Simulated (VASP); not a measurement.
# GaSb (rocksalt type) (Fm-3m) in VASP: notebook

Runs on GaSb (rocksalt type). Level: PBEsol. Tasks: single point.

Program: VASP 6.6.1. These are calculated values, not measurements. Logs are shortened: lines on timing, memory, paths and dates and some standing lists are left out, and cuts for length are marked.

## Step 1: The cell of the first run

Symmetry: Fm-3m, No. 225, cubic system. The conventional cell has a = 5.580 Å, b = 5.580 Å, c = 5.580 Å, α = 90.00°, β = 90.00°, γ = 90.00°. Within 3.7 Å of Ga (site symmetry m-3m) lie 6 Sb at 2.79 Å. Within 3.7 Å of Sb (site symmetry m-3m) lie 6 Ga at 2.79 Å.

## Step 2: Single point, PBEsol (21.72 Å³/atom)

The input, INCAR:

```
SYSTEM = GaSb
  PREC = Accurate
  ENCUT = 520
  EDIFF = 1E-7
  ISMEAR = -1
  SIGMA = 0.08
  LREAL = .False.
  LASPH = .True.
  NELM = 80
  ALGO = Normal
  ISIF = 2
  LWAVE = .False.
  LCHARG = .False.
  GGA = PS
  NBANDS = 16
```

The input, KPOINTS:

```
regular mesh
0
Gamma
  13 13 13
  0 0 0
```

The input, POSCAR:

```
GaSb
1.0
    0.0000000000      2.7902274161      2.7902274161
    2.7902274161      0.0000000000      2.7902274161
    2.7902274161      2.7902274161      0.0000000000
Ga Sb
1 1
Direct
    0.0000000000      0.0000000000      0.0000000000
    0.5000000000      0.5000000000      0.5000000000
```

Potentials or basis: VASP PAW PBE potentials, release 64 (Ga_d, Sb).

Started as:

```bash
$ cat potpaw_PBE.64/Ga_d/POTCAR potpaw_PBE.64/Sb/POTCAR > POTCAR
$ mpirun -np 1 vasp_std > vasp.out
```

OUTCAR:

```text
SYSTEM = GaSb
   PREC = Accurate
   ENCUT = 520
   EDIFF = 1E-7
   ISMEAR = -1
   LREAL = .False.
   LASPH = .True.
   NELM = 80
   ISIF = 2
   GGA = PS

 ion  position               nearest neighbor table
   1  0.000  0.000  0.000-   2 2.79   2 2.79   2 2.79   2 2.79   2 2.79   2 2.79
   2  0.500  0.500  0.500-   1 2.79   1 2.79   1 2.79   1 2.79   1 2.79   1 2.79

  LATTYP: Found a face centered cubic cell.
 ALAT       =     5.5804548322

  Lattice vectors:

 A1 = (   0.0000000000,   2.7902274161,   2.7902274161)
 A2 = (   2.7902274161,   0.0000000000,   2.7902274161)
 A3 = (   2.7902274161,   2.7902274161,   0.0000000000)

Analysis of symmetry for initial positions (statically):
=====================================================================
 Subroutine PRICEL returns:
 Original cell was already a primitive cell.

 Routine SETGRP: Setting up the symmetry group for a
 face centered cubic supercell.

 Subroutine GETGRP returns: Found 48 space group operations
 (whereof 48 operations were pure point group operations)
 out of a pool of 48 trial point group operations.

The static configuration has the point symmetry O_h .

Analysis of symmetry for dynamics (positions and initial velocities):
=====================================================================
 Subroutine PRICEL returns:
 Original cell was already a primitive cell.

 Routine SETGRP: Setting up the symmetry group for a
 face centered cubic supercell.

 Subroutine GETGRP returns: Found 48 space group operations
 (whereof 48 operations were pure point group operations)
 out of a pool of 48 trial point group operations.

The dynamic configuration has the point symmetry O_h .

 Subroutine INISYM returns: Found 48 space group operations
 (whereof 48 operations are pure point group operations),
 and found     1 'primitive' translations

----------------------------------------------------------------------------------------

                                     Primitive cell

  volume of cell :      43.4459

  direct lattice vectors                    reciprocal lattice vectors
     0.000000000  2.790227416  2.790227416    -0.179196863  0.179196863  0.179196863
     2.790227416  0.000000000  2.790227416     0.179196863 -0.179196863  0.179196863
     2.790227416  2.790227416  0.000000000     0.179196863  0.179196863 -0.179196863

  length of vectors
     3.945977454  3.945977454  3.945977454     0.310378071  0.310378071  0.310378071

  position of ions in fractional coordinates (direct lattice)
     0.000000000  0.000000000  0.000000000
     0.500000000  0.500000000  0.500000000

  ion indices of the primitive-cell ions
   primitive index   ion index
                 1           1
                 2           2

----------------------------------------------------------------------------------------

 KPOINTS: regular mesh

Automatic generation of k-mesh.
 Grid dimensions read from file:
 generate k-points for:   13   13   13

 Generating k-lattice:

  Cartesian coordinates                     Fractional coordinates (reciprocal lattice)
    -0.013784374  0.013784374  0.013784374     0.076923077  0.000000000  0.000000000
     0.013784374 -0.013784374  0.013784374     0.000000000  0.076923077  0.000000000
     0.013784374  0.013784374 -0.013784374     0.000000000  0.000000000  0.076923077

  Length of vectors
     0.023875236  0.023875236  0.023875236

  Shift w.r.t. Gamma in fractional coordinates (k-lattice)
     0.000000000  0.000000000  0.000000000

 Subroutine IBZKPT returns following result:
 ===========================================

 Found     84 irreducible k-points:

 Following reciprocal coordinates:
            Coordinates               Weight
  0.000000  0.000000  0.000000      1.000000
  0.076923  0.000000  0.000000      8.000000
  0.153846  0.000000  0.000000      8.000000
  0.230769  0.000000  0.000000      8.000000
  0.307692  0.000000  0.000000      8.000000
  0.384615  0.000000  0.000000      8.000000
[... 16 lines left out ...]
  0.384615  0.153846  0.000000     24.000000
  0.461538  0.153846  0.000000     24.000000
 [... further k-points ...]
   k-points           NKPTS =     84   k-points in BZ     NKDIM =     84   number of bands    NBANDS=     16
   number of dos      NEDOS =    301   number of ions     NIONS =      2
   total plane-waves  NPLWV =  27000
   dimension x,y,z NGX =    30 NGY =   30 NGZ =   30
   dimension x,y,z NGXF=    60 NGYF=   60 NGZF=   60
   ions per type =               1   1
   NGX,Y,Z   is equivalent  to a cutoff of  12.64, 12.64, 12.64 a.u.
   NGXF,Y,Z  is equivalent  to a cutoff of  25.28, 25.28, 25.28 a.u.
 SYSTEM =  GaSb
   PREC   = accura    normal or accurate (medium, high low for compatibility)
   ISTART =      0    job   : 0-new  1-cont  2-samecut
   ICHARG =      2    charge: 1-file 2-atom 10-const
   ISPIN  =      1    spin polarized calculation?
   LNONCOLLINEAR =      F non collinear calculations
   LSORBIT =      F    spin-orbit coupling
   LASPH  =      T    aspherical Exc in radial PAW
   ENCUT  =  520.0 eV  38.22 Ry    6.18 a.u.   7.34  7.34  7.34*2*pi/ulx,y,z
   NELM   =     80;   NELMIN=  2; NELMDL= -5     # of ELM steps
   EDIFF  = 0.1E-06   stopping-criterion for ELM
   LREAL  =      F    real-space projection
   EDIFFG = 0.1E-05   stopping-criterion for IOM
   NSW    =      0    number of steps for IOM
   IBRION =     -1    ionic relax: 0-MD 1-quasi-New 2-CG
   NFREE  =      0    steps in history (QN), initial steepest desc. (CG)
   ISIF   =      2    stress and relaxation
   ISYM   =      2    0-nonsym 1-usesym 2-fastsym
   POTIM  = 0.5000    time-step for ionic-motion
   TEBEG  =    0.0;   TEEND  =   0.0 temperature during run
   PSTRESS=    0.0 pullay stress
   NELECT =      18.0000    total number of electrons
   NUPDOWN=      -1.0000    fix difference up-down
   EMIN   =  10.00;   EMAX   =-10.00  energy-range for DOS
   EFERMI =   0.00;   METHOD = LEGACY
   ISMEAR =    -1;   SIGMA  =   0.08  broadening in eV -4-tet -1-fermi 0-gaus
   EFERMI_NEDOS =   21; number of points for ismear=-14 and -15
   IALGO  =     38    algorithm
   IMIX   =      4    mixing-type and parameters
     AMIX     =   0.40;   BMIX     =  1.00
     AMIX_MAG =   1.60;   BMIX_MAG =  1.00
  volume/ion in A,a.u.               =      21.72       146.59
  Fermi-wavevector in a.u.,A,eV,Ry     =   1.220439  2.306295 20.265487  1.489471
  Thomas-Fermi vector in A             =   2.355656
   LORBIT       =      0    0 simple, 1 ext, 2 COOP (PROOUT), +10 PAW based schemes
   GGA     = PS    functional components
   LHFCALC =     F    Hartree Fock is set to
   AEXX    =    0.0000 exact exchange contribution
   IVDW    =     0    specifies the selected vdW correction
   LEPSILON=     F    determine dielectric tensor
   LRPA    =     F    only Hartree local field effects (RPA)
 non-spin polarized calculation
  energy-cutoff  :      520.00
  volume of cell :       43.45
 maximum number of plane-waves:      1211
 NGX is ok and might be reduce to    30
   NGX = 15   NGY = 15   NGZ = 15

 number of electron      18.0000014 magnetization

 Free energy of the ion-electron system (eV)
  ---------------------------------------------------
  ext. energy  EPLUGINS =         0.00000000
  ---------------------------------------------------
  free energy    TOTEN  =        -7.83516584 eV

  energy without entropy =       -7.81703561  energy(sigma->0) =       -7.82610072

 E-fermi :   7.5163     XC(G=0): -10.8132

 val. band max:        7.4928891594   @ k =  -0.3846   0.3846   0.0769
 cond. band min:       7.5819538721   @ k =   0.2308   0.0769   0.0000
 fundamental gap:      0.0890647127
 Fermi energy:         7.5163465762

 k-point     1 :       0.0000    0.0000    0.0000
  band No.  band energies     occupation
      1      -7.4073      2.00000
      2      -7.4073      2.00000
      3      -7.3813      2.00000
      4      -7.3813      2.00000
      5      -7.3813      2.00000
      6      -5.1647      2.00000
[... 8 lines left out ...]
     15      14.0768      0.00000
     16      14.0768      0.00000

 k-point     2 :       0.0769    0.0000    0.0000
  band No.  band energies     occupation
      1      -7.4088      2.00000
      2      -7.4088      2.00000
      3      -7.3815      2.00000
      4      -7.3804      2.00000
      5      -7.3804      2.00000
      6      -5.0818      2.00000
[... 8 lines left out ...]
     15      14.0231      0.00000
     16      14.0231      0.00000

 k-point     3 :       0.1538    0.0000    0.0000
  band No.  band energies     occupation
      1      -7.4133      2.00000
      2      -7.4133      2.00000
      3      -7.3823      2.00000
      4      -7.3774      2.00000
      5      -7.3774      2.00000
      6      -4.8338      2.00000
[... 8 lines left out ...]
     15      14.5116      0.00000
     16      14.5116      0.00000

 k-point     4 :       0.2308    0.0000    0.0000
  band No.  band energies     occupation
      1      -7.4201      2.00000
      2      -7.4201      2.00000
      3      -7.3838      2.00000
      4      -7.3727      2.00000
      5      -7.3727      2.00000
      6      -4.4245      2.00000
[... 8 lines left out ...]
     15      15.2882      0.00000
     16      15.2882      0.00000
[... 324 lines left out ...]
 k-point    22 :       0.3077    0.1538    0.0000
  band No.  band energies     occupation
      1      -7.4486      2.00000
      2      -7.4099      2.00000
      3      -7.3865      2.00000
      4      -7.3694      2.00000
      5      -7.3657      2.00000
      6      -3.9541      2.00000
[... 8 lines left out ...]
     15      17.3081      0.00000
     16      17.3706      0.00000

 k-point    23 :       0.3846    0.1538    0.0000
  band No.  band energies     occupation
      1      -7.4553      2.00000
      2      -7.4171      2.00000
      3      -7.3859      2.00000
      4      -7.3673      2.00000
      5      -7.3610      2.00000
      6      -3.3541      2.00000
[... 8 lines left out ...]
     15      18.5407      0.00000
     16      18.5494      0.00000

 k-point    24 :       0.4615    0.1538    0.0000
  band No.  band energies     occupation
      1      -7.4577      2.00000
      2      -7.4246      2.00000
      3      -7.3850      2.00000
      4      -7.3658      2.00000
      5      -7.3583      2.00000
      6      -2.6738      2.00000
[... 8 lines left out ...]
     15      19.8057      0.00000
     16      19.9316      0.00000

 [... further k-points ...]
[... 5 lines left out ...]
  --------------------------------------------------------------------------------------
  -------------------------------------------------------------------------------------
  Total        1.3045451      1.3045451      1.3045451      0.0000000     -0.0000000      0.0000000
  in kB       48.1083955     48.1083955     48.1083955      0.0000000     -0.0000000      0.0000000
  external PRESSURE =      48.1083955 kB  Pullay stress =       0.0000000 kB

 VOLUME and BASIS-vectors are now :
 -----------------------------------------------------------------------------
  energy-cutoff  :      520.00
  volume of cell :       43.45
      direct lattice vectors                 reciprocal lattice vectors
     0.000000000  2.790227416  2.790227416    -0.179196863  0.179196863  0.179196863
     2.790227416  0.000000000  2.790227416     0.179196863 -0.179196863  0.179196863
     2.790227416  2.790227416  0.000000000     0.179196863  0.179196863 -0.179196863

 POSITION                                       TOTAL-FORCE (eV/Angst)
 -----------------------------------------------------------------------------------
      0.00000      0.00000      0.00000         0.000000      0.000000      0.000000
      2.79023      2.79023      2.79023        -0.000000     -0.000000     -0.000000
 -----------------------------------------------------------------------------------
    total drift:                               -0.000000      0.000000      0.000000

  FREE ENERGIE OF THE ION-ELECTRON SYSTEM (eV)
  ---------------------------------------------------
  free  energy   TOTEN  =        -7.8351658381 eV

  energy  without entropy=       -7.8170356098  energy(sigma->0) =       -7.82610072
```

Wall time 87 s (1 thread of Intel Xeon 8259CL, shared host); peak memory 0.21 GiB.

What came out:

```yaml
Free_energy: -7.8352 eV
Pressure: 4.8 GPa
Band_gap_on_the_k_mesh: zero (bands 9 and 10 overlap by 3.68 eV)
```

Levels at points of the mesh, in eV from the Fermi level:
| k point | band 5 | band 6 | band 7 | band 8 | band 9 | band 10 | band 11 | band 12 | band 13 | band 14 |
| --- | --- | --- | --- | --- | --- | --- | --- | --- | --- | --- |
| (0.00, 0.00, 0.00) | -14.90 | -12.68 | 0.14 | 0.14 | 0.14 | 0.72 | 6.33 | 6.33 | 6.33 | 6.56 |

Caveat: the cell stands under pressure; the PAW data sets were made with another functional, which shifts forces and pressure a little; spin-orbit coupling is left out, which moves the levels of the heavy elements.

## Step 3: Single point, PBEsol

This run uses another cell than the first one, of 23.11 Å³/atom.

The input, INCAR:

```
PREC = Accurate ; ENCUT = 520
EDIFF = 1E-7 ; ISMEAR = -1
SIGMA = 0.08 ; LREAL = False
LASPH = True ; NELM = 60
ALGO = Normal ; ISIF = 2
LWAVE = False ; LCHARG = False
GGA = PS ; NBANDS = 16
```

The input, KPOINTS:

```
Automatic mesh
0
Gamma
  13 13 13
```

The input, POSCAR:

```
GaSb
1.0
    0.0000000000      2.8483738094      2.8483738094
    2.8483738094      0.0000000000      2.8483738094
    2.8483738094      2.8483738094      0.0000000000
Ga Sb
1 1
Direct
    0.0000000000      0.0000000000      0.0000000000
    0.5000000000      0.5000000000      0.5000000000
```

Potentials or basis: VASP PAW PBE potentials, release 64 (Ga_d, Sb).

Started as:

```bash
$ cat potpaw_PBE.64/Ga_d/POTCAR potpaw_PBE.64/Sb/POTCAR > POTCAR
$ mpirun -np 1 vasp_std > vasp.out
```

Run time: 78 s. Hardware: 1 thread of Intel Xeon 8259CL, shared host; peak memory 0.21 GiB.

The run converged. Its results:

```
Free energy            : -7.8754 eV
Pressure               : 0.1 GPa
Band gap on the k mesh : zero (bands 9 and 10 overlap by 3.39 eV)
```

Levels at points of the mesh, in eV from the Fermi level:
```
           k point  band 7  band 8  band 9  band 10  band 11  band 12
(0.00, 0.00, 0.00)    0.15    0.15    0.15     0.16     6.31     6.31
```

Caveat: the PAW data sets were made with another functional, which shifts forces and pressure a little; spin-orbit coupling is left out, which moves the levels of the heavy elements.
